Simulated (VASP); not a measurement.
# TaSi2 (P-6m2) in VASP: further runs, part 2 of 2

VASP 6.6.1.

**4. Relaxation of cell and atoms, PBE**

This run uses another cell than the first one, of 17.92 Å³/atom, 1.092 times its volume.

INCAR

```
SYSTEM = TaSi2
ALGO = Normal
EDIFF = 1E-6
EDIFFG = -0.04
ENCUT = 600
GGA = PE
IBRION = 2
ISIF = 3
ISMEAR = 0
LASPH = .TRUE.
LCHARG = .FALSE.
LREAL = .FALSE.
LWAVE = .FALSE.
NELM = 60
NSW = 90
PREC = Accurate
SIGMA = 0.1
```

KPOINTS

```
k-points
0
G
  6 6 4
  0 0 0
```

POSCAR

```
TaSi2
1.0
    3.6161096900      0.0000000000      0.0000000000
   -1.8080548500      3.1316428600      0.0000000000
    0.0000000000      0.0000000000      4.7473319700
Ta Si
1 2
Direct
    0.6666666700      0.3333333300      0.5000000000
    0.3333333300      0.6666666700      0.2271925400
    0.3333333300      0.6666666700      0.7728074600
```

Started as:

```bash
$ cat potpaw_PBE.64/Ta_pv/POTCAR potpaw_PBE.64/Si/POTCAR > POTCAR
$ mpirun -np 1 vasp_std > vasp.out
```

Wall time 4.9 min (1 thread of Intel Xeon Platinum 8259CL at 2.50GHz (Skylake/Cascade Lake), shared host); peak memory 0.2 GiB.

The run converged. Its results:

- Free energy: -22.7204 eV
- Relaxed volume: 16.43 Å³/atom
- Relaxed cell: a = 2.995 Å, b = 2.995 Å, c = 6.345 Å, α = 90.00°, β = 90.00°, γ = 120.00°
- Space group after relaxing (to 0.05 Å): P-6m2 (No. 187)
- Energy gained by relaxing: 915.1 meV/atom
- Ionic steps: 26
- Pressure after relaxing: -0.2 GPa
- Largest force after relaxing: 0.010 eV/Å

Forces on the atoms (eV/Å):
```
Ta   0.000  0.000  0.000
Si   0.000  0.000  0.010
Si   0.000  0.000 -0.010
```

Stress tensor (GPa, compression positive):
```
-0.20  0.00  0.00
 0.00 -0.20  0.00
 0.00  0.00 -0.06
```

The path:
```
step  energy change (eV)  largest force (eV/Å)  pressure (GPa)  volume (Å³)
   1              0.0000                0.0940           22.42        53.76
   2             -0.1091                0.3602          -12.76        75.62
   3             -0.6530                0.0718           -1.18        63.94
   4             -0.6535                0.0785           -0.83        63.71
   5             -0.6534                0.0844           -0.50        63.50
   6             -0.7157                0.5960           -0.84        63.05
   7             -1.0222                1.7657           -1.89        61.45
   8             -1.7310                2.7842           -2.30        57.33
   9             -1.4287                2.1356           20.80        46.27
  10             -2.0722                2.3133            2.80        51.71
  11             -2.0600                2.7722           -1.24        54.66
  12             -2.1167                2.4875            0.60        53.04
  13             -2.1277                2.3531            0.32        52.94
  14             -2.1397                2.0958           -0.22        52.70
  15             -2.1562                2.0742           -0.40        52.71
  16             -2.2049                2.0111           -0.95        52.72
  17             -2.2981                1.8802           -1.95        52.73
  18             -2.4609                1.5663           -3.57        52.73
  19             -2.6315                0.4951           -4.72        52.66
  20             -2.6761                0.3802           -1.91        51.33
  21             -2.6941                0.2138            1.71        49.86
  22             -2.7297                0.1059            1.15        49.47
  23             -2.7433                0.1441            0.59        48.87
  24             -2.7447                0.0459            0.69        49.03
  25             -2.7448                0.0598            0.66        49.00
  26             -2.7454                0.0103           -0.16        49.29
```

Final structure:
```cif
data_structure
_symmetry_space_group_name_H-M 'P 1'
_symmetry_Int_Tables_number 1
_cell_length_a 2.9950
_cell_length_b 2.9950
_cell_length_c 6.3446
_cell_angle_alpha 90.000
_cell_angle_beta 90.000
_cell_angle_gamma 120.000
_cell_volume 49.29
loop_
_atom_site_label
_atom_site_type_symbol
_atom_site_fract_x
_atom_site_fract_y
_atom_site_fract_z
_atom_site_occupancy
Ta1 Ta 0.66667 0.33333 0.50000 1
Si1 Si 0.33333 0.66667 0.18305 1
Si2 Si 0.33333 0.66667 0.81695 1
```

Levels at points of the mesh, in eV from the Fermi level:
```
           k point  band 7  band 8  band 9  band 10  band 11  band 12
(0.00, 0.00, 0.00)   -2.26   -0.01   -0.01     2.21     2.21     2.62
(0.50, 0.00, 0.00)   -4.12   -3.30   -1.41     0.24     0.87     2.19
(0.00, 0.00, 0.50)   -3.82    0.01    0.01     2.14     2.14     2.37
(0.50, 0.00, 0.50)   -4.55   -3.43   -2.67    -0.03     2.73     3.37
```

Caveat: spin-orbit coupling is left out, which moves the levels of the heavy elements.

**5. Single point, PBE**

This run uses another cell than the first one: it holds 6 atoms, not 3.

INCAR

```
SYSTEM = TaSi2
PREC = Accurate
ENCUT = 520
EDIFF = 1E-6
ISMEAR = 0
SIGMA = 0.2
LREAL = .FALSE.
LASPH = .TRUE.
NELM = 100
ALGO = Normal
ISIF = 2
LWAVE = .FALSE.
LCHARG = .TRUE.
GGA = PE
LELF = .TRUE.
LVHAR = .TRUE.
NBANDS = 28
```

KPOINTS

```
Automatic mesh
0
G
  8 4 4
  0 0 0
```

POSCAR

```
TaSi2
1.0
    2.9908086921      0.0000000000      0.0000000000
    0.0000000000      5.1802326105      0.0000000000
    0.0000000000      0.0000000000      6.3523950128
Ta Si
2 4
Direct
    0.5000000000      0.1666666667      0.5000000000
    0.0000000000      0.6666666667      0.5000000000
    0.0000000000      0.3333333333      0.1836441230
    0.5000000000      0.8333333333      0.1836441230
    0.0000000000      0.3333333333      0.8163558770
    0.5000000000      0.8333333333      0.8163558770
```

Started as:

```bash
$ cat potpaw_PBE.64/Ta_pv/POTCAR potpaw_PBE.64/Si/POTCAR > POTCAR
$ mpirun -np 1 vasp_std > vasp.out
```

Wall time 70 s (1 thread of Intel Xeon Platinum 8259CL at 2.50GHz (Skylake/Cascade Lake), shared host); peak memory 0.26 GiB.

It converged, with:

| Property | Result |
| --- | --- |
| Free energy | -45.4632 eV |
| Pressure | 0.1 GPa |
| Largest force | 0.028 eV/Å |
| Band gap on the k mesh | zero (band 19 reaches 9.07 eV, above the bottom of band 20 at 6.28 eV) |

Forces on the atoms (eV/Å):
```
Ta   0.000  0.028  0.000
Ta   0.000  0.028  0.000
Si   0.000 -0.014  0.009
Si   0.000 -0.014  0.009
Si   0.000 -0.014 -0.009
Si   0.000 -0.014 -0.009
```

Stress tensor (GPa, compression positive):
```
-0.61  0.00  0.00
 0.00  1.31  0.00
 0.00  0.00 -0.36
```

Levels at points of the mesh, in eV from the Fermi level:
```tsv
k point	band 17	band 18	band 19	band 20	band 21	band 22
(0.00, 0.00, 0.00)	0.02	0.02	0.27	0.88	2.17	2.25
(0.50, 0.00, 0.00)	-2.52	-2.52	-1.21	-1.21	-0.49	-0.49
(0.00, 0.50, 0.00)	-1.01	-1.01	1.10	1.10	1.50	1.50
(0.50, 0.50, 0.00)	-1.39	-1.39	0.27	0.27	0.88	0.88
(0.00, 0.00, 0.50)	0.01	0.04	0.04	2.18	2.19	2.35
(0.50, 0.00, 0.50)	-2.03	-2.03	-1.69	-1.69	0.58	0.58
(0.00, 0.50, 0.50)	-0.97	-0.97	0.89	0.89	1.83	1.83
(0.50, 0.50, 0.50)	-2.67	-2.67	0.01	0.01	2.73	2.73
```

Caveat: spin-orbit coupling is left out, which moves the levels of the heavy elements.

**6. Single point, PBE**

INCAR

```
SYSTEM = TaSi2
  ALGO = Normal
  EDIFF = 1E-6
  ENCUT = 520
  GGA = PE
  ISIF = 2
  ISMEAR = 0
  LASPH = .True.
  LCHARG = .False.
  LREAL = .False.
  LWAVE = .False.
  NBANDS = 16
  NELM = 80
  PREC = Accurate
  SIGMA = 0.1
```

KPOINTS

```
k-points
0
Gamma
  18 18 8
  0 0 0
```

POSCAR

```
TaSi2
1.0
    2.9908086921      0.0000000000      0.0000000000
   -1.4954043461      2.5901163052      0.0000000000
    0.0000000000      0.0000000000      6.3523950128
Ta Si
1 2
Direct
    0.6666666667      0.3333333333      0.5000000000
    0.3333333333      0.6666666667      0.1836441230
    0.3333333333      0.6666666667      0.8163558770
```

Potentials or basis: VASP PAW PBE potentials, release 64 (Ta_pv, Si).

Started as:

```bash
$ cat potpaw_PBE.64/Ta_pv/POTCAR potpaw_PBE.64/Si/POTCAR > POTCAR
$ mpirun -np 1 vasp_std > vasp.out
```

Wall time 73 s (1 thread of Intel Xeon Platinum 8259CL at 2.50GHz (Skylake/Cascade Lake), shared host); peak memory 0.28 GiB.

Results (log left out):

* Free energy: -22.7161 eV
* Pressure: 0.1 GPa
* Largest force: 0.020 eV/Å

Forces in eV/Å, atoms in the order of the input:
```
Ta   0.000  0.000  0.000
Si   0.000  0.000 -0.020
Si   0.000  0.000  0.020
```

Levels at points of the mesh, in eV from the Fermi level:
| k point | band 7 | band 8 | band 9 | band 10 | band 11 | band 12 |
| --- | --- | --- | --- | --- | --- | --- |
| (0.00, 0.00, 0.00) | -2.25 | 0.04 | 0.04 | 2.26 | 2.26 | 2.59 |
| (0.50, 0.00, 0.00) | -4.09 | -3.31 | -1.38 | 0.28 | 0.89 | 2.18 |
| (0.00, 0.00, 0.50) | -3.81 | 0.05 | 0.05 | 2.19 | 2.19 | 2.35 |
| (0.50, 0.00, 0.50) | -4.55 | -3.41 | -2.66 | 0.01 | 2.74 | 3.38 |

Caveat: spin-orbit coupling is left out, which moves the levels of the heavy elements.

**7. Relaxation of cell and atoms, PBE**

INCAR

```
SYSTEM = TaSi2
PREC = Accurate ; ENCUT = 600
EDIFF = 1E-6 ; ISMEAR = 0
SIGMA = 0.1 ; LREAL = .False.
LASPH = .True. ; NELM = 60
ALGO = Normal ; ISIF = 3
LWAVE = .False. ; LCHARG = .False.
GGA = PE ; IBRION = 2
NSW = 100 ; EDIFFG = -0.01
```

KPOINTS

```
Automatic mesh
0
Gamma
  18 18 8
  0 0 0
```

POSCAR

```
TaSi2
1.0
    2.9919449136      0.0000000000      0.0000000000
   -1.4959724568      2.5911003019      0.0000000000
    0.0000000000      0.0000000000      6.3477110547
Ta Si
1 2
Direct
    0.6666666667      0.3333333333      0.5000000000
    0.3333333333      0.6666666667      0.1832108807
    0.3333333333      0.6666666667      0.8167891193
```

Potentials or basis: VASP PAW PBE potentials, release 64 (Ta_pv, Si).

Started as:

```bash
$ cat potpaw_PBE.64/Ta_pv/POTCAR potpaw_PBE.64/Si/POTCAR > POTCAR
$ mpirun -np 1 vasp_std > vasp.out
```

OUTCAR:

```text
SYSTEM = TaSi2
   PREC = Accurate
   ENCUT = 600
   EDIFF = 1E-6
   ISMEAR = 0
   LREAL = .False.
   LASPH = .True.
   NELM = 60
   ISIF = 3
   GGA = PE
   IBRION = 2
   NSW = 100
   EDIFFG = -0.01

 ion  position               nearest neighbor table
   1  0.667  0.333  0.500-   2 2.65   3 2.65   2 2.65   3 2.65   2 2.65   3 2.65
   2  0.333  0.667  0.183-   3 2.33   1 2.65   1 2.65   1 2.65
   3  0.333  0.667  0.817-   2 2.33   1 2.65   1 2.65   1 2.65

  LATTYP: Found a hexagonal cell.
 ALAT       =     2.9919449136
 C/A-ratio  =     2.1216002427

  Lattice vectors:

 A1 = (   2.9919449136,   0.0000000000,   0.0000000000)
 A2 = (  -1.4959724568,   2.5911003019,   0.0000000000)
 A3 = (   0.0000000000,   0.0000000000,   6.3477110547)

Analysis of symmetry for initial positions (statically):
=====================================================================
 Subroutine PRICEL returns:
 Original cell was already a primitive cell.

 Routine SETGRP: Setting up the symmetry group for a
 hexagonal supercell.

 Subroutine GETGRP returns: Found 12 space group operations
 (whereof 12 operations were pure point group operations)
[... 176 lines left out ...]
  Total       -0.0245007     -0.0245007      0.1161386      0.0000000      0.0000000     -0.0000000
  in kB       -0.7976899     -0.7976899      3.7812233      0.0000000      0.0000000     -0.0000000
  external PRESSURE =       0.7286145 kB  Pullay stress =       0.0000000 kB
[... 61 lines left out ...]
--------------------------------------- Ionic step        3  -------------------------------------------

 number of electron      18.9999998 magnetization

 Free energy of the ion-electron system (eV)
  ---------------------------------------------------
  ext. energy  EPLUGINS =         0.00000000
  ---------------------------------------------------
  free energy    TOTEN  =       -22.71656751 eV

  energy without entropy =      -22.70787823  energy(sigma->0) =      -22.71222287

 E-fermi :   7.9547     XC(G=0): -11.4303

 val. band max:        7.9516121010   @ k =   0.3889   0.0556   0.2500
 cond. band min:       7.9552365868   @ k =   0.3333   0.1667   0.1250
 fundamental gap:      0.0036244859
 Fermi energy:         7.9547217699

 k-point     1 :       0.0000    0.0000    0.0000
  band No.  band energies     occupation
      1     -26.5268      2.00000
      2     -25.9697      2.00000
      3     -25.9697      2.00000
      4      -4.5407      2.00000
      5      -0.9960      2.00000
      6       0.5766      2.00000
      7       5.7058      2.00000
      8       7.9923      0.59528
      9       7.9923      0.59528
     10      10.2142      0.00000
     11      10.2142      0.00000
     12      10.5395      0.00000
     13      14.1701      0.00000
[... 354 lines left out ...]
  band No.  band energies     occupation
      1     -26.7068      2.00000
      2     -26.3910      2.00000
      3     -26.2081      2.00000
      4      -0.4578      2.00000
      5       1.3309      2.00000
      6       2.3924      2.00000
      7       4.0877      2.00000
      8       4.8275      2.00000
      9       6.2828      2.00000
     10       7.6596      1.99997
     11       8.3326      0.00000
     12       9.9177      0.00000
     13      10.4119      0.00000

 [... further k-points ...]
[... 5 lines left out ...]
  --------------------------------------------------------------------------------------
  -------------------------------------------------------------------------------------
  Total       -0.0122869     -0.0122869     -0.0282736      0.0000000      0.0000000      0.0000000
  in kB       -0.3997717     -0.3997717     -0.9199194      0.0000000      0.0000000      0.0000000
  external PRESSURE =      -0.5731543 kB  Pullay stress =       0.0000000 kB
[... 18 lines left out ...]
  FREE ENERGIE OF THE ION-ELECTRON SYSTEM (eV)
  ---------------------------------------------------
  free  energy   TOTEN  =       -22.7165675144 eV

  energy  without entropy=      -22.7078782316  energy(sigma->0) =      -22.71222287

 reached required accuracy - stopping structural energy minimisation
```

CONTCAR:

```text
TaSi2
   1.00000000000000
     2.9912224712697566    0.0000000000000000   -0.0000000000000000
    -1.4956112356348783    2.5904746484892414   -0.0000000000000000
     0.0000000000000000    0.0000000000000000    6.3549765457863749
  Ta              Si
     1     2
Direct
     0.6666666667000030    0.3333333332999970    0.5000000000000000
     0.3333333332999970    0.6666666667000030    0.1834567785744161
     0.3333333332999970    0.6666666667000030    0.8165432214255840

  0.00000000E+00  0.00000000E+00  0.00000000E+00
  0.00000000E+00  0.00000000E+00  0.00000000E+00
  0.00000000E+00  0.00000000E+00  0.00000000E+00
```

It took 2.1 min on 1 thread of AMD EPYC 9R45 (Zen 5), shared host; peak memory 0.27 GiB.

What came out:

```yaml
Free_energy: -22.7166 eV
Relaxed_volume: 16.41 Å³/atom
Relaxed_cell: a = 2.991 Å, b = 2.991 Å, c = 6.355 Å, α = 90.00°, β = 90.00°, γ = 120.00°
Space_group_after_relaxing_to_0.05_Å: P-6m2 (No. 187)
Energy_gained_by_relaxing: 0.1 meV/atom
Ionic_steps: 3
Pressure_after_relaxing: -0.1 GPa
Largest_force_after_relaxing: 0.010 eV/Å
```

Forces on the atoms (eV/Å):
```
Ta   0.000  0.000  0.000
Si   0.000  0.000  0.010
Si   0.000  0.000 -0.010
```

Step by step:
```csv
step,energy change (eV),largest force (eV/Å),pressure (GPa),volume (Å³)
1,0.0000,0.0527,0.07,49.21
2,-0.0001,0.0181,-0.14,49.26
3,-0.0002,0.0097,-0.06,49.24
```

Final structure:
```
CELL_PARAMETERS angstrom
2.99122 0.00000 0.00000
-1.49561 2.59047 0.00000
0.00000 0.00000 6.35498
ATOMIC_POSITIONS crystal
Ta 0.66667 0.33333 0.50000
Si 0.33333 0.66667 0.18346
Si 0.33333 0.66667 0.81654
```

Caveat: spin-orbit coupling is left out, which moves the levels of the heavy elements.

**8. Summary**

```tsv
task	cell	k mesh	cutoff (eV)	smearing	gap on the mesh (eV)	pressure (GPa)	relaxed volume (Å³/atom)	largest force (eV/Å)
single point	a = 2.992, b = 2.992, c = 6.348 Å, angles 90.0, 90.0, 120.0°, 3 atoms	6 × 6 × 4	520	gaussian 0.1 eV	none	0.0	-	0.03
single point	a = 3.616, b = 3.616, c = 4.747 Å, angles 90.0, 90.0, 120.0°, 3 atoms	6 × 6 × 4	520	gaussian 0.1 eV	none	22.4	-	0.09
relaxation of cell and atoms	relaxed from a = 3.616, b = 3.616, c = 4.747 Å, angles 90.0, 90.0, 120.0°, 3 atoms	6 × 6 × 4	600	gaussian 0.1 eV	none	-0.2	16.43	0.01
single point	a = 2.991, b = 5.180, c = 6.352 Å, 6 atoms	8 × 4 × 4	520	gaussian 0.2 eV	none	0.1	-	0.03
single point	a = 2.991, b = 2.991, c = 6.352 Å, angles 90.0, 90.0, 120.0°, 3 atoms	18 × 18 × 8	520	gaussian 0.1 eV	none	0.1	-	0.02
relaxation of cell and atoms	relaxed from a = 2.992, b = 2.992, c = 6.348 Å, angles 90.0, 90.0, 120.0°, 3 atoms	18 × 18 × 8	600	gaussian 0.1 eV	none	-0.1	16.41	0.01
```

Alike in all rows: level PBE; potentials or basis VASP PAW PBE potentials, release 64 (Ta_pv, Si); no spin polarisation.

Caveats: some runs use coarse meshes; spin-orbit coupling is left out, which moves the levels of the heavy elements.

Total energies depend on the potentials used, so only differences within one code and one set of settings carry meaning.
